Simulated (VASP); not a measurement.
# VPtO2 (R-3m) in VASP: single point with r2SCAN

Aim: the single point of VPtO2 with r2SCAN.

All numbers are computed with VASP 6.6.1; they aren't measurements. Logs are shortened: lines on timing, memory, paths and dates and some standing lists are left out, and cuts for length are marked.

## Step 1: The cell of the first run

Symmetry: R-3m, No. 166, trigonal system. The conventional cell has a = 2.781 Å, b = 2.781 Å, c = 19.131 Å, α = 90.00°, β = 90.00°, γ = 120.00°. Within 2.8 Å of Pt (site symmetry -3m) lie 2 O at 2.04 Å and 6 Pt at 2.78 Å. O (site symmetry 3m) has 3 V at 1.97 Å and 1 Pt at 2.04 Å within 2.6 Å. V (site symmetry -3m) has 6 O at 1.97 Å within 2.6 Å.

## Step 2: Single point, r2SCAN

File POSCAR:

```
VPtO2
1.0
    2.7810354817      0.0000002695      0.0000000763
   -1.3905179743      2.4084472412      0.0000006955
   -1.3905179937      0.8028137147      6.3770088685
Pt O V
1 2 1
Direct
    0.0000000000      0.0000000000      0.0000000000
    0.1065678172      0.8934321828      0.3197034516
    0.8934321828      0.1065678172      0.6802965484
    0.5000000000      0.5000000000      0.5000000000
```

File INCAR.step1:

```
SYSTEM = VPtO2
ALGO = Normal
EDIFF = 1E-5
ENCUT = 770
GGA = PE
GGA_COMPAT = .False.
ISMEAR = 1
LASPH = .True.
LCHARG = .False.
LREAL = .False.
LWAVE = .True.
NBANDS = 30
NELM = 120
PREC = Accurate
SIGMA = 0.0137
```

File INCAR.step2:

```
SYSTEM = VPtO2
ALGO = Normal
EDIFF = 1E-6
ENCUT = 770
GGA_COMPAT = .False.
ISIF = 2
ISMEAR = 1
ISTART = 1
LASPH = .True.
LCHARG = .False.
LMIXTAU = .True.
LREAL = .False.
LWAVE = .False.
METAGGA = R2SCAN
NBANDS = 30
NELM = 120
PREC = Accurate
SIGMA = 0.0137
```

File KPOINTS:

```
k-points
0
Gamma
  8 8 8
  0 0 0
```

Potentials or basis: VASP PAW PBE potentials, release 64 (Pt_sv_GW, O, V_sv).

Launch:

```console
> cat potpaw_PBE.64/Pt_sv_GW/POTCAR potpaw_PBE.64/O/POTCAR potpaw_PBE.64/V_sv/POTCAR > POTCAR
> cp INCAR.step1 INCAR
> mpirun -np 1 vasp_std > vasp.out
> cp INCAR.step2 INCAR
> mpirun -np 1 vasp_std > vasp.out
```

OUTCAR:

```text
SYSTEM = VPtO2
   EDIFF = 1E-6
   ENCUT = 770
   ISIF = 2
   ISMEAR = 1
   ISTART = 1
   LASPH = .True.
   LREAL = .False.
   METAGGA = R2SCAN
   NELM = 120
   PREC = Accurate

 ion  position               nearest neighbor table
   1  0.000  0.000  0.000-   2 2.04   3 2.04
   2  0.107  0.893  0.320-   4 1.97   4 1.97   4 1.97   1 2.04
   3  0.893  0.107  0.680-   4 1.97   4 1.97   4 1.97   1 2.04
   4  0.500  0.500  0.500-   3 1.97   2 1.97   2 1.97   3 1.97   2 1.97   3 1.97

  LATTYP: Found a trigonal (rhomboedric) cell.
 ALAT       =     6.5760392532
 COS(alpha) =     0.9105759634

  Lattice vectors:

 A1 = (  -0.0000000194,  -1.6056335265,   6.3770081730)
 A2 = (   1.3905174880,   0.8028139842,   6.3770089448)
 A3 = (  -1.3905179937,   0.8028137147,   6.3770088685)

Analysis of symmetry for initial positions (statically):
=====================================================================
 Subroutine PRICEL returns:
 Original cell was already a primitive cell.

 Routine SETGRP: Setting up the symmetry group for a
 trigonal (rhombohedral) supercell.

 Subroutine GETGRP returns: Found 12 space group operations
 (whereof 12 operations were pure point group operations)
 out of a pool of 12 trial point group operations.

The static configuration has the point symmetry D_3d.

Analysis of symmetry for dynamics (positions and initial velocities):
=====================================================================
 Subroutine PRICEL returns:
 Original cell was already a primitive cell.

 Routine SETGRP: Setting up the symmetry group for a
 trigonal (rhombohedral) supercell.

 Subroutine GETGRP returns: Found 12 space group operations
 (whereof 12 operations were pure point group operations)
 out of a pool of 12 trial point group operations.

The dynamic configuration has the point symmetry D_3d.

 Subroutine INISYM returns: Found 12 space group operations
 (whereof 12 operations are pure point group operations),
 and found     1 'primitive' translations

----------------------------------------------------------------------------------------

                                     Primitive cell

  volume of cell :      42.7131

  direct lattice vectors                    reciprocal lattice vectors
     2.781035482  0.000000270  0.000000076     0.359578275  0.207602645  0.052271185
    -1.390517974  2.408447241  0.000000695    -0.000000039  0.415205268 -0.052270985
    -1.390517994  0.802813715  6.377008868    -0.000000004 -0.000000048  0.156813336

  length of vectors
     2.781035482  2.781035482  6.576039253     0.418482581  0.418482581  0.156813336

  position of ions in fractional coordinates (direct lattice)
     0.000000000  0.000000000  0.000000000
     0.106567817  0.893432183  0.319703452
     0.893432183  0.106567817  0.680296548
     0.500000000  0.500000000  0.500000000

  ion indices of the primitive-cell ions
   primitive index   ion index
                 1           1
                 2           2
                 3           3
                 4           4

----------------------------------------------------------------------------------------

 KPOINTS: k-points

Automatic generation of k-mesh.
 Grid dimensions read from file:
 generate k-points for:    8    8    8

 Generating k-lattice:

  Cartesian coordinates                     Fractional coordinates (reciprocal lattice)
     0.044947284  0.025950331  0.006533898     0.125000000 -0.000000000  0.000000000
    -0.000000005  0.051900659 -0.006533873    -0.000000000  0.125000000  0.000000000
    -0.000000001 -0.000000006  0.019601667     0.000000000  0.000000000  0.125000000

  Length of vectors
     0.052310323  0.052310323  0.019601667

  Shift w.r.t. Gamma in fractional coordinates (k-lattice)
     0.000000000  0.000000000  0.000000000

 Subroutine IBZKPT returns following result:
 ===========================================

 Found     65 irreducible k-points:

 Following reciprocal coordinates:
            Coordinates               Weight
  0.000000  0.000000  0.000000      1.000000
  0.125000  0.000000  0.000000      6.000000
  0.250000  0.000000  0.000000      6.000000
  0.375000  0.000000 -0.000000      6.000000
  0.500000  0.000000  0.000000      3.000000
  0.125000  0.125000  0.000000      6.000000
[... 16 lines left out ...]
  0.125000  0.000000  0.125000      6.000000
  0.250000  0.000000  0.125000      6.000000
 [... further k-points ...]
   k-points           NKPTS =     65   k-points in BZ     NKDIM =     65   number of bands    NBANDS=     30
   number of dos      NEDOS =    301   number of ions     NIONS =      4
   total plane-waves  NPLWV =  47040
   dimension x,y,z NGX =    28 NGY =   28 NGZ =   60
   dimension x,y,z NGXF=    56 NGYF=   56 NGZF=  120
   ions per type =               1   2   1
   NGX,Y,Z   is equivalent  to a cutoff of  16.74, 16.74, 15.17 a.u.
   NGXF,Y,Z  is equivalent  to a cutoff of  33.48, 33.48, 30.34 a.u.
 SYSTEM =  VPtO2
   PREC   = accura    normal or accurate (medium, high low for compatibility)
   ISTART =      1    job   : 0-new  1-cont  2-samecut
   ICHARG =      0    charge: 1-file 2-atom 10-const
   ISPIN  =      1    spin polarized calculation?
   LNONCOLLINEAR =      F non collinear calculations
   LSORBIT =      F    spin-orbit coupling
   LASPH  =      T    aspherical Exc in radial PAW
   ENCUT  =  770.0 eV  56.59 Ry    7.52 a.u.   6.29  6.29 14.88*2*pi/ulx,y,z
   NELM   =    120;   NELMIN=  2; NELMDL=  0     # of ELM steps
   EDIFF  = 0.1E-05   stopping-criterion for ELM
   LREAL  =      F    real-space projection
   EDIFFG = 0.1E-04   stopping-criterion for IOM
   NSW    =      0    number of steps for IOM
   IBRION =     -1    ionic relax: 0-MD 1-quasi-New 2-CG
   NFREE  =      0    steps in history (QN), initial steepest desc. (CG)
   ISIF   =      2    stress and relaxation
   ISYM   =      2    0-nonsym 1-usesym 2-fastsym
   POTIM  = 0.5000    time-step for ionic-motion
   TEBEG  =    0.0;   TEEND  =   0.0 temperature during run
   PSTRESS=    0.0 pullay stress
   NELECT =      43.0000    total number of electrons
   NUPDOWN=      -1.0000    fix difference up-down
   EMIN   =  10.00;   EMAX   =-10.00  energy-range for DOS
   EFERMI =   0.00;   METHOD = LEGACY
   ISMEAR =     1;   SIGMA  =   0.01  broadening in eV -4-tet -1-fermi 0-gaus
   EFERMI_NEDOS =   21; number of points for ismear=-14 and -15
   IALGO  =     38    algorithm
   IMIX   =      4    mixing-type and parameters
     AMIX     =   0.40;   BMIX     =  1.00
     AMIX_MAG =   1.60;   BMIX_MAG =  1.00
  volume/ion in A,a.u.               =      10.68        72.06
  Fermi-wavevector in a.u.,A,eV,Ry     =   1.640756  3.100580 36.627989  2.692081
  Thomas-Fermi vector in A             =   2.731341
   LORBIT       =      0    0 simple, 1 ext, 2 COOP (PROOUT), +10 PAW based schemes
   METAGGA = R2SCAN    functional components
   LHFCALC =     F    Hartree Fock is set to
   AEXX    =    0.0000 exact exchange contribution
   IVDW    =     0    specifies the selected vdW correction
   LEPSILON=     F    determine dielectric tensor
   LRPA    =     F    only Hartree local field effects (RPA)
 non-spin polarized calculation
 Methfessel and Paxton  Order N= 1 SIGMA  =   0.01
  energy-cutoff  :      770.00
  volume of cell :       42.71
 maximum number of plane-waves:      2092
 NGX is ok and might be reduce to    28
   NGX = 13   NGY = 13   NGZ = 29

 number of electron      42.9999999 magnetization

 Free energy of the ion-electron system (eV)
  ---------------------------------------------------
  ext. energy  EPLUGINS =         0.00000000
  ---------------------------------------------------
  free energy    TOTEN  =       -84.23989534 eV

  energy without entropy =      -84.23994760  energy(sigma->0) =      -84.23991276

 E-fermi :   8.8296     XC(G=0): -13.7859

 val. band max:        8.8204609752   @ k =   0.1250   0.0000   0.0000
 cond. band min:       8.8371825966   @ k =  -0.3750   0.1250   0.0000
 fundamental gap:      0.0167216214
 Fermi energy:         8.8295986847

 k-point     1 :       0.0000    0.0000    0.0000
  band No.  band energies     occupation
      1     -91.8683      2.00000
      2     -59.1829      2.00000
      3     -45.7524      2.00000
      4     -45.1196      2.00000
      5     -45.1196      2.00000
      6     -31.8533      2.00000
[... 22 lines left out ...]
     29      17.4637      0.00000
     30      20.2660      0.00000

 k-point     2 :       0.1250    0.0000    0.0000
  band No.  band energies     occupation
      1     -91.8648      2.00000
      2     -59.1703      2.00000
      3     -45.7458      2.00000
      4     -45.1746      2.00000
      5     -45.1331      2.00000
      6     -31.8326      2.00000
[... 22 lines left out ...]
     29      17.9161      0.00000
     30      21.1451      0.00000

 k-point     3 :       0.2500    0.0000    0.0000
  band No.  band energies     occupation
      1     -91.8565      2.00000
      2     -59.1396      2.00000
      3     -45.7298      2.00000
      4     -45.3060      2.00000
      5     -45.1657      2.00000
      6     -32.0264      2.00000
[... 22 lines left out ...]
     29      18.8506      0.00000
     30      22.7487      0.00000

 k-point     4 :       0.3750    0.0000   -0.0000
  band No.  band energies     occupation
      1     -91.8481      2.00000
      2     -59.1087      2.00000
      3     -45.7138      2.00000
      4     -45.4356      2.00000
      5     -45.1981      2.00000
      6     -32.2342      2.00000
[... 616 lines left out ...]
     29      17.5009      0.00000
     30      20.2299      0.00000

 k-point    23 :       0.1250    0.0000    0.1250
  band No.  band energies     occupation
      1     -91.8648      2.00000
      2     -59.1703      2.00000
      3     -45.7457      2.00000
      4     -45.1746      2.00000
      5     -45.1331      2.00000
      6     -31.8327      2.00000
[... 22 lines left out ...]
     29      18.1123      0.00000
     30      20.9624      0.00000

 k-point    24 :       0.2500    0.0000    0.1250
  band No.  band energies     occupation
      1     -91.8565      2.00000
      2     -59.1396      2.00000
      3     -45.7298      2.00000
      4     -45.3060      2.00000
      5     -45.1657      2.00000
      6     -32.0264      2.00000
[... 22 lines left out ...]
     29      19.4099      0.00000
     30      22.2842      0.00000

 [... further k-points ...]

------------------------ aborting loop because EDIFF is reached ----------------------------------------

  FORCE on cell =-STRESS in cart. coord.  units (eV):
  Direction    XX          YY          ZZ          XY          YZ          ZX
  --------------------------------------------------------------------------------------
  -------------------------------------------------------------------------------------
  Total        0.2159884      0.2159884      0.1881615     -0.0000000      0.0000000      0.0000000
  in kB        8.1017782      8.1017782      7.0579835     -0.0000000      0.0000003      0.0000000
  external PRESSURE =       7.7538466 kB  Pullay stress =       0.0000000 kB

 VOLUME and BASIS-vectors are now :
 -----------------------------------------------------------------------------
  energy-cutoff  :      770.00
  volume of cell :       42.71
      direct lattice vectors                 reciprocal lattice vectors
     2.781035482  0.000000270  0.000000076     0.359578275  0.207602645  0.052271185
    -1.390517974  2.408447241  0.000000695    -0.000000039  0.415205268 -0.052270985
    -1.390517994  0.802813715  6.377008868    -0.000000004 -0.000000048  0.156813336

 POSITION                                       TOTAL-FORCE (eV/Angst)
 -----------------------------------------------------------------------------------
      0.00000      0.00000      0.00000         0.000000      0.000000      0.000000
     -1.39052      2.40845      2.03875         0.000000      0.000000     -0.088279
      1.39052      0.80281      4.33826        -0.000000     -0.000000      0.088279
     -0.00000      1.60563      3.18850         0.000000     -0.000000      0.000000
 -----------------------------------------------------------------------------------
    total drift:                               -0.000000      0.000000      0.000000

  FREE ENERGIE OF THE ION-ELECTRON SYSTEM (eV)
  ---------------------------------------------------
  free  energy   TOTEN  =       -84.2398953415 eV

  energy  without entropy=      -84.2399476003  energy(sigma->0) =      -84.23991276
```

It took 11 min on 1 thread of Intel Xeon Platinum 8375C at 2.90GHz (Ice Lake), shared host; peak memory 0.33 GiB.

What came out:

- Free energy: -84.2399 eV
- Pressure: 0.8 GPa
- Largest force: 0.088 eV/Å
- Band gap on the k mesh: zero (an odd number of electrons rules out a gap without spin polarisation)

Forces on the atoms (eV/Å):
```
Pt   0.000  0.000  0.000
O    0.000  0.000 -0.088
O    0.000  0.000  0.088
V    0.000  0.000  0.000
```

Levels at points of the mesh, in eV from the Fermi level:
```tsv
k point	band 20	band 21	band 22	band 23	band 24	band 25
(0.00, 0.00, 0.00)	-1.45	-1.45	-0.94	-0.04	-0.04	3.20
(0.50, 0.00, 0.00)	-1.22	0.36	1.30	1.42	1.59	2.76
(0.50, 0.50, 0.00)	-1.38	0.36	1.23	1.30	1.74	2.76
(0.00, 0.00, 0.50)	-0.82	-0.82	-0.11	-0.11	0.29	3.01
```

Caveat: the PAW data sets were made with another functional, which shifts forces and pressure a little; spin-orbit coupling is left out, which moves the levels of the heavy elements; an odd number of electrons without spin polarisation forces a metal; a magnetic or distorted state may lie lower; the run has no spin polarisation, though such a crystal can be magnetic; semilocal functionals often make such compounds metallic where correlation or magnetic order opens a gap, which also shifts bond lengths. With open d or f shells a metallic result of r2SCAN can be an artefact of self-interaction; +U or a hybrid may open a gap.
